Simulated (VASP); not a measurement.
# Au (Im-3m) in VASP: further runs

The runs below take Au through single point, with PBE.

All numbers are computed with VASP 6.6.1; they aren't measurements. Logs are shortened: lines on timing, memory, paths and dates and some standing lists are left out, and cuts for length are marked.

## (1) The cell of the first run

It takes space group Im-3m (No. 229, cubic). The conventional cell has a = 3.165 Å, b = 3.165 Å, c = 3.165 Å, α = 90.00°, β = 90.00°, γ = 90.00°. Within 3.6 Å of Au (site symmetry m-3m) lie 14 Au at 2.74 to 3.16 Å.

This isn't the form of Au at room conditions, which is fcc.

## (2) Single point, PBE (15.85 Å³/atom)

Input file INCAR:

```
  PREC = Accurate
  ENCUT = 520
  EDIFF = 1E-6
  ISMEAR = -1
  SIGMA = 0.1
  LREAL = False
  LASPH = True
  NELM = 60
  ALGO = Normal
  ISIF = 2
  LWAVE = False
  LCHARG = False
  GGA = PE
  NBANDS = 12
```

Input file KPOINTS:

```
Automatic mesh
0
Gamma
  22 22 22
```

Input file POSCAR:

```
Au
1.0
   -1.5824618108      1.5824618108      1.5824618108
    1.5824618108     -1.5824618108      1.5824618108
    1.5824618108      1.5824618108     -1.5824618108
Au
1
Direct
    0.0000000000      0.0000000000      0.0000000000
```

Potentials or basis: VASP PAW PBE potentials, release 64 (Au).

Launch:

```sh
$ cat potpaw_PBE.64/Au/POTCAR > POTCAR
$ mpirun -np 1 vasp_std > vasp.out
```

OUTCAR:

```text
PREC = Accurate
   ENCUT = 520
   EDIFF = 1E-6
   ISMEAR = -1
   LREAL = False
   LASPH = True
   NELM = 60
   ISIF = 2
   GGA = PE

 ion  position               nearest neighbor table
   1  0.000  0.000  0.000-

  LATTYP: Found a body centered cubic cell.
 ALAT       =     3.1649236216

  Lattice vectors:

 A1 = (  -1.5824618108,   1.5824618108,   1.5824618108)
 A2 = (   1.5824618108,  -1.5824618108,   1.5824618108)
 A3 = (   1.5824618108,   1.5824618108,  -1.5824618108)

Analysis of symmetry for initial positions (statically):
=====================================================================
 Subroutine PRICEL returns:
 Original cell was already a primitive cell.

 Routine SETGRP: Setting up the symmetry group for a
 body centered cubic supercell.

 Subroutine GETGRP returns: Found 48 space group operations
 (whereof 48 operations were pure point group operations)
 out of a pool of 48 trial point group operations.

The static configuration has the point symmetry O_h .

Analysis of symmetry for dynamics (positions and initial velocities):
=====================================================================
 Subroutine PRICEL returns:
 Original cell was already a primitive cell.

 Routine SETGRP: Setting up the symmetry group for a
 body centered cubic supercell.

 Subroutine GETGRP returns: Found 48 space group operations
 (whereof 48 operations were pure point group operations)
 out of a pool of 48 trial point group operations.

The dynamic configuration has the point symmetry O_h .

 Subroutine INISYM returns: Found 48 space group operations
 (whereof 48 operations are pure point group operations),
 and found     1 'primitive' translations

----------------------------------------------------------------------------------------

                                     Primitive cell

  volume of cell :      15.8511

  direct lattice vectors                    reciprocal lattice vectors
    -1.582461811  1.582461811  1.582461811     0.000000000  0.315963391  0.315963391
     1.582461811 -1.582461811  1.582461811     0.315963391  0.000000000  0.315963391
     1.582461811  1.582461811 -1.582461811     0.315963391  0.315963391  0.000000000

  length of vectors
     2.740904257  2.740904257  2.740904257     0.446839713  0.446839713  0.446839713

  position of ions in fractional coordinates (direct lattice)
     0.000000000  0.000000000  0.000000000

[... 80 lines left out ...]
   NFREE  =      0    steps in history (QN), initial steepest desc. (CG)
   ISIF   =      2    stress and relaxation
   ISYM   =      2    0-nonsym 1-usesym 2-fastsym
   POTIM  = 0.5000    time-step for ionic-motion
   TEBEG  =    0.0;   TEEND  =   0.0 temperature during run
   PSTRESS=    0.0 pullay stress
   NELECT =      11.0000    total number of electrons
   NUPDOWN=      -1.0000    fix difference up-down
   EMIN   =  10.00;   EMAX   =-10.00  energy-range for DOS
   EFERMI =   0.00;   METHOD = LEGACY
   ISMEAR =    -1;   SIGMA  =   0.10  broadening in eV -4-tet -1-fermi 0-gaus
   EFERMI_NEDOS =   21; number of points for ismear=-14 and -15
   IALGO  =     38    algorithm
   IMIX   =      4    mixing-type and parameters
     AMIX     =   0.40;   BMIX     =  1.00
     AMIX_MAG =   1.60;   BMIX_MAG =  1.00
  volume/ion in A,a.u.               =      15.85       106.97
  Fermi-wavevector in a.u.,A,eV,Ry     =   1.449392  2.738954 28.582260  2.100737
  Thomas-Fermi vector in A             =   2.567124
   LORBIT       =      0    0 simple, 1 ext, 2 COOP (PROOUT), +10 PAW based schemes
   GGA     = PE    functional components
   LHFCALC =     F    Hartree Fock is set to
   AEXX    =    0.0000 exact exchange contribution
   IVDW    =     0    specifies the selected vdW correction
   LEPSILON=     F    determine dielectric tensor
   LRPA    =     F    only Hartree local field effects (RPA)
 non-spin polarized calculation
  energy-cutoff  :      520.00
  volume of cell :       15.85
 maximum number of plane-waves:       438
   NGX = 11   NGY = 11   NGZ = 11

 number of electron      10.9999998 magnetization

 Free energy of the ion-electron system (eV)
  ---------------------------------------------------
  ext. energy  EPLUGINS =         0.00000000
  ---------------------------------------------------
  free energy    TOTEN  =        -3.05685042 eV

  energy without entropy =       -3.04975632  energy(sigma->0) =       -3.05330337

 E-fermi :  10.7431     XC(G=0): -13.1579

 val. band max:       10.7401005246   @ k =   0.4091   0.0909   0.0000
 cond. band min:      10.8828553952   @ k =   0.3636   0.0909   0.0455
 fundamental gap:      0.1427548706
 Fermi energy:        10.7430759361

 k-point     1 :       0.0000    0.0000    0.0000
  band No.  band energies     occupation
      1       0.0963      2.00000
      2       5.4368      2.00000
      3       5.4368      2.00000
      4       5.4368      2.00000
      5       7.6082      2.00000
      6       7.6082      2.00000
      7      27.2363      0.00000
      8      27.2363      0.00000
      9      27.2363      0.00000
     10      36.4621      0.00000
     11      36.4624      0.00000
     12      36.4630      0.00000
[... 331 lines left out ...]
 k-point    24 :       0.1364    0.0909    0.0000
  band No.  band energies     occupation
      1       1.5232      2.00000
      2       5.0750      2.00000
      3       5.2668      2.00000
      4       6.6294      2.00000
      5       7.1852      2.00000
      6       7.7056      2.00000
      7      26.1221      0.00000
      8      26.6117      0.00000
      9      28.6226      0.00000
     10      29.9766      0.00000
     11      32.4124      0.00000
     12      34.3964      0.00000

 [... further k-points ...]

------------------------ aborting loop because EDIFF is reached ----------------------------------------

  FORCE on cell =-STRESS in cart. coord.  units (eV):
  Direction    XX          YY          ZZ          XY          YZ          ZX
  --------------------------------------------------------------------------------------
  -------------------------------------------------------------------------------------
  Total        2.5102357      2.5102357      2.5102357     -0.0000000     -0.0000000      0.0000000
  in kB      253.7262415    253.7262415    253.7262415     -0.0000000     -0.0000000      0.0000000
  external PRESSURE =     253.7262415 kB  Pullay stress =       0.0000000 kB

 VOLUME and BASIS-vectors are now :
 -----------------------------------------------------------------------------
  energy-cutoff  :      520.00
  volume of cell :       15.85
      direct lattice vectors                 reciprocal lattice vectors
    -1.582461811  1.582461811  1.582461811     0.000000000  0.315963391  0.315963391
     1.582461811 -1.582461811  1.582461811     0.315963391  0.000000000  0.315963391
     1.582461811  1.582461811 -1.582461811     0.315963391  0.315963391  0.000000000

 POSITION                                       TOTAL-FORCE (eV/Angst)
 -----------------------------------------------------------------------------------
      0.00000      0.00000      0.00000         0.000000      0.000000      0.000000
 -----------------------------------------------------------------------------------
    total drift:                               -0.000000     -0.000000      0.000000

  FREE ENERGIE OF THE ION-ELECTRON SYSTEM (eV)
  ---------------------------------------------------
  free  energy   TOTEN  =        -3.0568504219 eV

  energy  without entropy=       -3.0497563243  energy(sigma->0) =       -3.05330337
```

OSZICAR:

```text
N       E                     dE             d eps       ncg     rms          rms(c)
DAV:   1     0.503400211773E+02    0.50340E+02   -0.56139E+03  8128   0.823E+02
DAV:   2    -0.262960075585E+01   -0.52970E+02   -0.50051E+02  9372   0.191E+02
DAV:   3    -0.333295500068E+01   -0.70335E+00   -0.70258E+00  9332   0.211E+01
DAV:   4    -0.333524232627E+01   -0.22873E-02   -0.22872E-02  9092   0.139E+00
DAV:   5    -0.333525781573E+01   -0.15489E-04   -0.15490E-04  9360   0.108E-01    0.114E+01
DAV:   6    -0.308515572539E+01    0.25010E+00   -0.60440E-01  8748   0.639E+00    0.705E+00
DAV:   7    -0.305966435810E+01    0.25491E-01   -0.85687E-02  9232   0.241E+00    0.293E+00
DAV:   8    -0.305685833053E+01    0.28060E-02   -0.29687E-03  8684   0.481E-01    0.274E-01
DAV:   9    -0.305684533059E+01    0.13000E-04   -0.11685E-05  9048   0.322E-02    0.150E-02
DAV:  10    -0.305685040246E+01   -0.50719E-05   -0.20799E-06  9004   0.132E-02    0.801E-04
DAV:  11    -0.305685042186E+01   -0.19404E-07   -0.39389E-08  4612   0.155E-03
   1 F= -.30568504E+01 E0= -.30533034E+01  d E =-.709410E-02
```

Wall time 49 s (1 thread of AMD EPYC 7R13, shared host); peak memory 0.14 GiB.

What came out:

```yaml
Free_energy: -3.0569 eV
Pressure: 25.4 GPa
Band_gap_on_the_k_mesh: zero (an odd number of electrons rules out a gap without spin polarisation)
```

Levels at points of the mesh, in eV from the Fermi level:
```tsv
k point	band 3	band 4	band 5	band 6	band 7	band 8	band 9	band 10
(0.00, 0.00, 0.00)	-5.31	-5.31	-3.13	-3.13	16.49	16.49	16.49	25.72
(0.50, 0.00, 0.00)	-3.29	-2.89	-1.35	-0.96	4.03	12.40	14.46	23.00
(0.50, 0.50, 0.50)	-1.80	-1.80	-1.80	6.38	6.38	6.38	10.67	16.87
```

Caveat: the cell stands under pressure; spin-orbit coupling is left out, which moves the levels of the heavy elements.

## (3) Single point, PBE (16.57 Å³/atom)

This run uses another cell than the first one, of 16.57 Å³/atom.

Input file INCAR:

```
SYSTEM = Au
ALGO = Normal
EDIFF = 1E-7
ENCUT = 520
GGA = PE
ISIF = 2
ISMEAR = -1
LASPH = .True.
LCHARG = .False.
LREAL = .False.
LWAVE = .False.
NBANDS = 12
NELM = 100
PREC = Accurate
SIGMA = 0.1
```

Input file KPOINTS:

```
k-points
0
Gamma
  22 22 22
  0 0 0
```

Input file POSCAR:

```
Au
1.0
   -1.6060841265      1.6060841265      1.6060841265
    1.6060841265     -1.6060841265      1.6060841265
    1.6060841265      1.6060841265     -1.6060841265
Au
1
Direct
    0.0000000000      0.0000000000      0.0000000000
```

Potentials or basis: VASP PAW PBE potentials, release 64 (Au).

Launch:

```sh
$ cat potpaw_PBE.64/Au/POTCAR > POTCAR
$ mpirun -np 1 vasp_std > vasp.out
```

Wall time 88 s (1 thread of AMD EPYC 7R13, shared host); peak memory 0.16 GiB.

It converged, with:

| Quantity | Value |
| --- | --- |
| Free energy | -3.1459 eV |
| Pressure | 14.5 GPa |
| Band gap on the k mesh | zero (an odd number of electrons rules out a gap without spin polarisation) |

Levels at points of the mesh, in eV from the Fermi level:
```csv
k point,band 3,band 4,band 5,band 6,band 7,band 8,band 9,band 10
"(0.00, 0.00, 0.00)",-5.04,-5.04,-3.02,-3.02,16.51,16.51,16.51,24.87
"(0.50, 0.00, 0.00)",-3.17,-2.80,-1.38,-0.76,3.74,12.39,14.13,22.30
"(0.50, 0.50, 0.50)",-1.79,-1.79,-1.79,6.34,6.34,6.34,10.09,16.34
```

Caveat: the cell stands under pressure; spin-orbit coupling is left out, which moves the levels of the heavy elements.

## (4) Single point, PBE (17.29 Å³/atom)

This run uses another cell than the first one, of 17.29 Å³/atom.

Input file INCAR:

```
PREC     = Accurate       # precision mode
ENCUT    = 520            # plane-wave cutoff, eV
EDIFF    = 1E-7           # SCF threshold, eV
ISMEAR   = -1             # smearing method
SIGMA    = 0.1            # smearing width, eV
LREAL    = False          # projectors in reciprocal space
LASPH    = True           # aspherical terms in the spheres
NELM     = 80             # most SCF steps
ALGO     = Normal         # electronic algorithm
ISIF     = 2              # what is computed and relaxed
LWAVE    = False          # write WAVECAR
LCHARG   = False          # write CHGCAR
GGA      = PE             # functional
NBANDS   = 12             # bands
```

Input file KPOINTS:

```
Automatic mesh
0
Gamma
  22 22 22
```

Input file POSCAR:

```
Au
1.0
   -1.6290312857      1.6290312857      1.6290312857
    1.6290312857     -1.6290312857      1.6290312857
    1.6290312857      1.6290312857     -1.6290312857
Au
1
Direct
    0.0000000000      0.0000000000      0.0000000000
```

Launch:

```sh
$ cat potpaw_PBE.64/Au/POTCAR > POTCAR
$ mpirun -np 1 vasp_std > vasp.out
```

Run time: 93 s. Hardware: 1 thread of AMD EPYC 7R13, shared host; peak memory 0.16 GiB.

It converged, with:

- Free energy: -3.1920 eV
- Pressure: 6.1 GPa
- Band gap on the k mesh: zero (an odd number of electrons rules out a gap without spin polarisation)

Levels at points of the mesh, in eV from the Fermi level:
```
           k point  band 2  band 3  band 4  band 5  band 6  band 7  band 8  band 9  band 10  band 11
(0.00, 0.00, 0.00)   -4.80   -4.80   -4.80   -2.92   -2.92   16.51   16.51   16.51    24.08    24.08
(0.50, 0.00, 0.00)   -5.87   -3.06   -2.72   -1.40   -0.58    3.48   12.37   13.82    21.65    22.03
(0.50, 0.50, 0.50)   -6.72   -1.78   -1.78   -1.78    6.29    6.29    6.29    9.56    15.86    15.86
```

Caveat: the cell stands under pressure; spin-orbit coupling is left out, which moves the levels of the heavy elements.

## (5) Summary

| cell | gap on the mesh (eV) | pressure (GPa) |
| --- | --- | --- |
| a = 2.741 Å, angles 109.5°, 1 atom | none | 25.4 |
| a = 2.782 Å, angles 109.5°, 1 atom | none | 14.5 |
| a = 2.822 Å, angles 109.5°, 1 atom | none | 6.1 |

Alike in all rows: task single point; level PBE; potentials or basis VASP PAW PBE potentials, release 64 (Au); no spin polarisation; k mesh 22 × 22 × 22; cutoff (eV) 520; smearing fermi-dirac 0.1 eV.

Caveats: the cell stands under pressure; spin-orbit coupling is left out, which moves the levels of the heavy elements.

Total energies depend on the potentials used, so only differences within one code and one set of settings carry meaning.
